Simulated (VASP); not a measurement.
# Bi2Se3 (R-3m) in VASP: notebook

The runs below take Bi2Se3 through single point, with PBE.

Everything below comes from runs of VASP 6.6.1. Logs are shortened: lines on timing, memory, paths and dates and some standing lists are left out, and cuts for length are marked.

## 1. The cell of the first run

It takes space group R-3m (No. 166, trigonal). The conventional cell has a = 4.143 Å, b = 4.143 Å, c = 28.636 Å, α = 90.00°, β = 90.00°, γ = 120.00°. Bi (site symmetry 3m) has 6 Se at 2.85 to 3.07 Å within 3.8 Å. Within 4.0 Å of Se (site symmetry -3m) lie 6 Bi at 3.07 Å. Within 3.8 Å of Se (site symmetry 3m) lie 3 Bi at 2.85 Å and 3 Se at 3.52 Å.

## 2. Single point, PBE

INCAR reads:

```
PREC = Accurate
ENCUT = 520
EDIFF = 1E-7
ISMEAR = 0
SIGMA = 0.1
LREAL = False
LASPH = True
NELM = 80
ALGO = Normal
ISIF = 2
LWAVE = False
LCHARG = False
GGA = PE
NBANDS = 32
```

KPOINTS reads:

```
regular mesh
0
Gamma
  6 6 6
```

POSCAR reads:

```
Bi2Se3
1.0
    2.0714993200      1.1959806900      9.5453300500
   -2.0714993200      1.1959806900      9.5453300500
    0.0000000000     -2.3919613800      9.5453300500
Bi Se
2 3
Direct
    0.4007999900      0.4007999900      0.4007999900
    0.5992000100      0.5992000100      0.5992000100
    0.0000000000      0.0000000000      0.0000000000
    0.2117000100      0.2117000100      0.2117000100
    0.7882999900      0.7882999900      0.7882999900
```

Potentials or basis: VASP PAW PBE potentials, release 64 (Bi_d, Se).

Launch:

```sh
$ cat potpaw_PBE.64/Bi_d/POTCAR potpaw_PBE.64/Se/POTCAR > POTCAR
$ mpirun -np 1 vasp_std > vasp.out
```

OUTCAR:

```text
PREC = Accurate
   ENCUT = 520
   EDIFF = 1E-7
   ISMEAR = 0
   LREAL = False
   LASPH = True
   NELM = 80
   ISIF = 2
   GGA = PE

 ion  position               nearest neighbor table
   1  0.401  0.401  0.401-   5 2.85   5 2.85   5 2.85   3 3.07   3 3.07   3 3.07
   2  0.599  0.599  0.599-   4 2.85   4 2.85   4 2.85   3 3.07   3 3.07   3 3.07
   3  0.000  0.000  0.000-   2 3.07   1 3.07   2 3.07   2 3.07   1 3.07   1 3.07
   4  0.212  0.212  0.212-   2 2.85   2 2.85   2 2.85
   5  0.788  0.788  0.788-   1 2.85   1 2.85   1 2.85

  LATTYP: Found a trigonal (rhomboedric) cell.
 ALAT       =     9.8404677230
 COS(alpha) =     0.9113725807

  Lattice vectors:

 A1 = (   2.0714993200,   1.1959806900,   9.5453300500)
 A2 = (  -2.0714993200,   1.1959806900,   9.5453300500)
 A3 = (   0.0000000000,  -2.3919613800,   9.5453300500)

Analysis of symmetry for initial positions (statically):
=====================================================================
 Subroutine PRICEL returns:
 Original cell was already a primitive cell.

 Routine SETGRP: Setting up the symmetry group for a
 trigonal (rhombohedral) supercell.

 Subroutine GETGRP returns: Found 12 space group operations
 (whereof 12 operations were pure point group operations)
 out of a pool of 12 trial point group operations.

The static configuration has the point symmetry D_3d.

Analysis of symmetry for dynamics (positions and initial velocities):
=====================================================================
 Subroutine PRICEL returns:
 Original cell was already a primitive cell.

 Routine SETGRP: Setting up the symmetry group for a
 trigonal (rhombohedral) supercell.

 Subroutine GETGRP returns: Found 12 space group operations
 (whereof 12 operations were pure point group operations)
 out of a pool of 12 trial point group operations.

The dynamic configuration has the point symmetry D_3d.

 Subroutine INISYM returns: Found 12 space group operations
 (whereof 12 operations are pure point group operations),
 and found     1 'primitive' translations

----------------------------------------------------------------------------------------

                                     Primitive cell

  volume of cell :     141.8898

  direct lattice vectors                    reciprocal lattice vectors
     2.071499320  1.195980690  9.545330050     0.241371066  0.139355650  0.034921090
    -2.071499320  1.195980690  9.545330050    -0.241371066  0.139355650  0.034921090
     0.000000000 -2.391961380  9.545330050     0.000000000 -0.278711300  0.034921090

  length of vectors
     9.840467723  9.840467723  9.840467723     0.280890497  0.280890497  0.280890497

  position of ions in fractional coordinates (direct lattice)
     0.400799990  0.400799990  0.400799990
     0.599200010  0.599200010  0.599200010
     0.000000000  0.000000000  0.000000000
     0.211700010  0.211700010  0.211700010
     0.788299990  0.788299990  0.788299990

  ion indices of the primitive-cell ions
   primitive index   ion index
                 1           1
                 2           2
                 3           3
                 4           4
                 5           5

----------------------------------------------------------------------------------------

 KPOINTS: regular mesh

Automatic generation of k-mesh.
 Grid dimensions read from file:
 generate k-points for:    6    6    6

 Generating k-lattice:

  Cartesian coordinates                     Fractional coordinates (reciprocal lattice)
     0.040228511  0.023225942  0.005820182     0.166666667  0.000000000  0.000000000
    -0.040228511  0.023225942  0.005820182     0.000000000  0.166666667  0.000000000
     0.000000000 -0.046451883  0.005820182     0.000000000  0.000000000  0.166666667

  Length of vectors
     0.046815083  0.046815083  0.046815083

  Shift w.r.t. Gamma in fractional coordinates (k-lattice)
     0.000000000  0.000000000  0.000000000

 Subroutine IBZKPT returns following result:
 ===========================================

 Found     32 irreducible k-points:

 Following reciprocal coordinates:
            Coordinates               Weight
  0.000000  0.000000  0.000000      1.000000
  0.166667  0.000000 -0.000000      6.000000
  0.333333  0.000000  0.000000      6.000000
  0.500000  0.000000 -0.000000      3.000000
  0.166667  0.166667  0.000000      6.000000
  0.333333  0.166667 -0.000000     12.000000
[... 16 lines left out ...]
  0.500000  0.500000  0.166667      6.000000
 -0.333333  0.500000  0.166667     12.000000
 [... further k-points ...]
   k-points           NKPTS =     32   k-points in BZ     NKDIM =     32   number of bands    NBANDS=     32
   number of dos      NEDOS =    301   number of ions     NIONS =      5
   total plane-waves  NPLWV = 512000
   dimension x,y,z NGX =    80 NGY =   80 NGZ =   80
   dimension x,y,z NGXF=   160 NGYF=  160 NGZF=  160
   ions per type =               2   3
   NGX,Y,Z   is equivalent  to a cutoff of  13.52, 13.52, 13.52 a.u.
   NGXF,Y,Z  is equivalent  to a cutoff of  27.03, 27.03, 27.03 a.u.
 SYSTEM =  unknown system
   PREC   = accura    normal or accurate (medium, high low for compatibility)
   ISTART =      0    job   : 0-new  1-cont  2-samecut
   ICHARG =      2    charge: 1-file 2-atom 10-const
   ISPIN  =      1    spin polarized calculation?
   LNONCOLLINEAR =      F non collinear calculations
   LSORBIT =      F    spin-orbit coupling
   LASPH  =      T    aspherical Exc in radial PAW
   ENCUT  =  520.0 eV  38.22 Ry    6.18 a.u.  18.30 18.30 18.30*2*pi/ulx,y,z
   NELM   =     80;   NELMIN=  2; NELMDL= -5     # of ELM steps
   EDIFF  = 0.1E-06   stopping-criterion for ELM
   LREAL  =      F    real-space projection
   EDIFFG = 0.1E-05   stopping-criterion for IOM
   NSW    =      0    number of steps for IOM
   IBRION =     -1    ionic relax: 0-MD 1-quasi-New 2-CG
   NFREE  =      0    steps in history (QN), initial steepest desc. (CG)
   ISIF   =      2    stress and relaxation
   ISYM   =      2    0-nonsym 1-usesym 2-fastsym
   POTIM  = 0.5000    time-step for ionic-motion
   TEBEG  =    0.0;   TEEND  =   0.0 temperature during run
   PSTRESS=    0.0 pullay stress
   NELECT =      48.0000    total number of electrons
   NUPDOWN=      -1.0000    fix difference up-down
   EMIN   =  10.00;   EMAX   =-10.00  energy-range for DOS
   EFERMI =   0.00;   METHOD = LEGACY
   ISMEAR =     0;   SIGMA  =   0.10  broadening in eV -4-tet -1-fermi 0-gaus
   EFERMI_NEDOS =   21; number of points for ismear=-14 and -15
   IALGO  =     38    algorithm
   IMIX   =      4    mixing-type and parameters
     AMIX     =   0.40;   BMIX     =  1.00
     AMIX_MAG =   1.60;   BMIX_MAG =  1.00
  volume/ion in A,a.u.               =      28.38       191.50
  Fermi-wavevector in a.u.,A,eV,Ry     =   1.140700  2.155611 17.703860  1.301197
  Thomas-Fermi vector in A             =   2.277402
   LORBIT       =      0    0 simple, 1 ext, 2 COOP (PROOUT), +10 PAW based schemes
   GGA     = PE    functional components
   LHFCALC =     F    Hartree Fock is set to
   AEXX    =    0.0000 exact exchange contribution
   IVDW    =     0    specifies the selected vdW correction
   LEPSILON=     F    determine dielectric tensor
   LRPA    =     F    only Hartree local field effects (RPA)
 non-spin polarized calculation
 Gauss-broadening in eV      SIGMA  =   0.10
  energy-cutoff  :      520.00
  volume of cell :      141.89
 maximum number of plane-waves:      3848
 NGX is ok and might be reduce to    80
   NGX = 37   NGY = 37   NGZ = 37

 number of electron      47.9999997 magnetization

 Free energy of the ion-electron system (eV)
  ---------------------------------------------------
  ext. energy  EPLUGINS =         0.00000000
  ---------------------------------------------------
  free energy    TOTEN  =       -20.15627211 eV

  energy without entropy =      -20.15611340  energy(sigma->0) =      -20.15619276

 E-fermi :   5.0753     XC(G=0):  -9.4972

 val. band max:        4.9659563144   @ k =   0.0000   0.0000   0.0000
 cond. band min:       5.1846890518   @ k =   0.0000   0.0000   0.0000
 fundamental gap:      0.2187327374
 Fermi energy:         5.0753091985

 k-point     1 :       0.0000    0.0000    0.0000
  band No.  band energies     occupation
      1     -18.1612      2.00000
      2     -18.1612      2.00000
      3     -18.1595      2.00000
      4     -18.1595      2.00000
      5     -18.1528      2.00000
      6     -18.1502      2.00000
[... 24 lines left out ...]
     31      10.8011      0.00000
     32      11.9748      0.00000

 k-point     2 :       0.1667    0.0000   -0.0000
  band No.  band energies     occupation
      1     -18.1651      2.00000
      2     -18.1627      2.00000
      3     -18.1551      2.00000
      4     -18.1533      2.00000
      5     -18.1491      2.00000
      6     -18.1466      2.00000
[... 24 lines left out ...]
     31      10.0906      0.00000
     32      10.9868      0.00000

 k-point     3 :       0.3333    0.0000    0.0000
  band No.  band energies     occupation
      1     -18.1752      2.00000
      2     -18.1711      2.00000
      3     -18.1528      2.00000
      4     -18.1483      2.00000
      5     -18.1481      2.00000
      6     -18.1451      2.00000
[... 24 lines left out ...]
     31       9.4581      0.00000
     32      11.4409      0.00000

 k-point     4 :       0.5000    0.0000   -0.0000
  band No.  band energies     occupation
      1     -18.1809      2.00000
      2     -18.1758      2.00000
      3     -18.1554      2.00000
      4     -18.1506      2.00000
      5     -18.1486      2.00000
      6     -18.1440      2.00000
[... 654 lines left out ...]
     31       9.5687      0.00000
     32      11.8483      0.00000

 k-point    23 :       0.5000    0.5000    0.1667
  band No.  band energies     occupation
      1     -18.1751      2.00000
      2     -18.1712      2.00000
      3     -18.1527      2.00000
      4     -18.1483      2.00000
      5     -18.1482      2.00000
      6     -18.1451      2.00000
[... 24 lines left out ...]
     31       9.3838      0.00000
     32      11.2302      0.00000

 k-point    24 :      -0.3333    0.5000    0.1667
  band No.  band energies     occupation
      1     -18.1739      2.00000
      2     -18.1701      2.00000
      3     -18.1530      2.00000
      4     -18.1509      2.00000
      5     -18.1478      2.00000
      6     -18.1470      2.00000
[... 24 lines left out ...]
     31       9.9028      0.00000
     32      11.4619      0.00000

 [... further k-points ...]
[... 5 lines left out ...]
  --------------------------------------------------------------------------------------
  -------------------------------------------------------------------------------------
  Total        2.2425251      2.2425251      2.2830099      0.0000000      0.0000000     -0.0000000
  in kB       25.3219256     25.3219256     25.7790681      0.0000000      0.0000000     -0.0000000
  external PRESSURE =      25.4743065 kB  Pullay stress =       0.0000000 kB

 VOLUME and BASIS-vectors are now :
 -----------------------------------------------------------------------------
  energy-cutoff  :      520.00
  volume of cell :      141.89
      direct lattice vectors                 reciprocal lattice vectors
     2.071499320  1.195980690  9.545330050     0.241371066  0.139355650  0.034921090
    -2.071499320  1.195980690  9.545330050    -0.241371066  0.139355650  0.034921090
     0.000000000 -2.391961380  9.545330050     0.000000000 -0.278711300  0.034921090

 POSITION                                       TOTAL-FORCE (eV/Angst)
 -----------------------------------------------------------------------------------
      0.00000      0.00000     11.47730         0.000000     -0.000000     -0.191832
      0.00000      0.00000     17.15869         0.000000      0.000000      0.191832
      0.00000      0.00000      0.00000         0.000000     -0.000000     -0.000000
      0.00000      0.00000      6.06224         0.000000     -0.000000     -0.188738
      0.00000      0.00000     22.57375         0.000000     -0.000000      0.188738
 -----------------------------------------------------------------------------------
    total drift:                                0.000000      0.000000      0.000000

  FREE ENERGIE OF THE ION-ELECTRON SYSTEM (eV)
  ---------------------------------------------------
  free  energy   TOTEN  =       -20.1562721057 eV

  energy  without entropy=      -20.1561134045  energy(sigma->0) =      -20.15619276
```

It took 20 min on 1 thread of Intel Xeon Platinum 8259CL at 2.50GHz (Skylake/Cascade Lake), shared host; peak memory 0.94 GiB.

What came out:

```
Free energy            : -20.1563 eV
Pressure               : 2.5 GPa
Largest force          : 0.192 eV/Å
Band gap on the k mesh : 0.22 eV, direct
```

Forces in eV/Å, atoms in the order of the input:
```
Bi   0.000  0.000 -0.192
Bi   0.000  0.000  0.192
Se   0.000  0.000  0.000
Se   0.000  0.000 -0.189
Se   0.000  0.000  0.189
```

Caveat: spin-orbit coupling is left out, which moves the levels of the heavy elements. A k mesh can miss the band edges.

## 3. Single point, PBE

This run uses another cell than the first one, of 31.69 Å³/atom, 1.117 times its volume.

INCAR reads:

```
SYSTEM = Bi2Se3
PREC = Accurate ; ENCUT = 520
EDIFF = 1E-6 ; ISMEAR = 0
SIGMA = 0.02 ; LREAL = .FALSE.
LASPH = .TRUE. ; NELM = 60
ALGO = Normal ; ISIF = 2
LWAVE = .FALSE. ; LCHARG = .TRUE.
GGA = PE ; LELF = .TRUE.
LVHAR = .TRUE. ; NBANDS = 32
```

KPOINTS reads:

```
Automatic mesh
0
G
  6 6 6
  0 0 0
```

POSCAR reads:

```
Bi2Se3
1.0
    2.0936586604      1.2087743911     10.4338065682
   -2.0936586604      1.2087743911     10.4338065682
    0.0000000000     -2.4175487823     10.4338065682
Bi Se
2 3
Direct
    0.3955953800      0.3955953800      0.3955953800
    0.6044046200      0.6044046200      0.6044046200
    0.0000000000      0.0000000000      0.0000000000
    0.2210282319      0.2210282319      0.2210282319
    0.7789717681      0.7789717681      0.7789717681
```

Potentials or basis: VASP PAW PBE potentials, release 64 (Bi_d, Se).

Launch:

```sh
$ cat potpaw_PBE.64/Bi_d/POTCAR potpaw_PBE.64/Se/POTCAR > POTCAR
$ mpirun -np 1 vasp_std > vasp.out
```

Wall time 19 min (1 thread of Intel Xeon Platinum 8259CL at 2.50GHz (Skylake/Cascade Lake), shared host); peak memory 0.92 GiB.

It converged, with:

```yaml
Free_energy: -20.2358 eV
Pressure: 0.0 GPa
Largest_force: 0.010 eV/Å
Band_gap_on_the_k_mesh: 0.69 eV, indirect (least direct gap 0.71 eV)
```

Forces in eV/Å, atoms in the order of the input:
```
Bi   0.000  0.000 -0.009
Bi   0.000  0.000  0.009
Se   0.000  0.000  0.000
Se   0.000  0.000 -0.010
Se   0.000  0.000  0.010
```

Levels at points of the mesh, in eV from the valence-band top:
```
           k point  band 22  band 23  band 24  band 25  band 26  band 27
(0.00, 0.00, 0.00)    -0.73    -0.73    -0.02     0.69     1.98     1.98
(0.50, 0.00, 0.00)    -1.24    -0.82    -0.44     1.42     2.60     3.14
(0.50, 0.50, 0.00)    -1.07    -0.92    -0.77     1.71     2.51     2.82
(0.50, 0.50, 0.50)    -0.77    -0.77    -0.28     0.83     2.05     2.05
```

Caveat: spin-orbit coupling is left out, which moves the levels of the heavy elements.
